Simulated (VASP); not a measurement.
Input of a VASP 6.6.1 run:

The input INCAR:

```
SYSTEM = HfO2
PREC     = Accurate       ! precision mode
ENCUT    = 520            ! plane-wave cutoff, eV
EDIFF    = 1E-7           ! SCF threshold, eV
ISMEAR   = -1             ! smearing method
SIGMA    = 0.05           ! smearing width, eV
LREAL    = .FALSE.        ! projectors in reciprocal space
LASPH    = .TRUE.         ! aspherical terms in the spheres
NELM     = 60             ! most SCF steps
ALGO     = Normal         ! electronic algorithm
ISIF     = 2              ! what is computed and relaxed
LWAVE    = .FALSE.        ! write WAVECAR
LCHARG   = .TRUE.         ! write CHGCAR
GGA      = PE             ! functional
LELF     = .TRUE.         ! ELF
LVHAR    = .TRUE.       
NBANDS   = 18             ! bands
```

KPOINTS

```
Automatic mesh
0
G
  12 12 12
  0 0 0
```

Contents of POSCAR:

```
HfO2
1.0
    0.0000000000      2.2672547452      2.2672547452
    2.2672547452      0.0000000000      2.2672547452
    2.2672547452      2.2672547452      0.0000000000
Hf O
1 2
Direct
    0.0000000000      0.0000000000      0.0000000000
    0.2500000000      0.2500000000      0.2500000000
    0.7500000000      0.7500000000      0.7500000000
```

Potentials or basis: VASP PAW PBE potentials, release 64 (Hf_pv, O).

Run with:

```console
$ cat potpaw_PBE.64/Hf_pv/POTCAR potpaw_PBE.64/O/POTCAR > POTCAR
$ mpirun -np 1 vasp_std > vasp.out
```

Problem. Estimate the band gap on the k mesh.

Solution. 4.48 eV, indirect (least direct gap 4.70 eV).

Problem. Estimate the pressure.

Solution. 173.0 GPa.

Caveat: spin-orbit coupling is left out, which moves the levels of the heavy elements. A k mesh can miss the band edges.
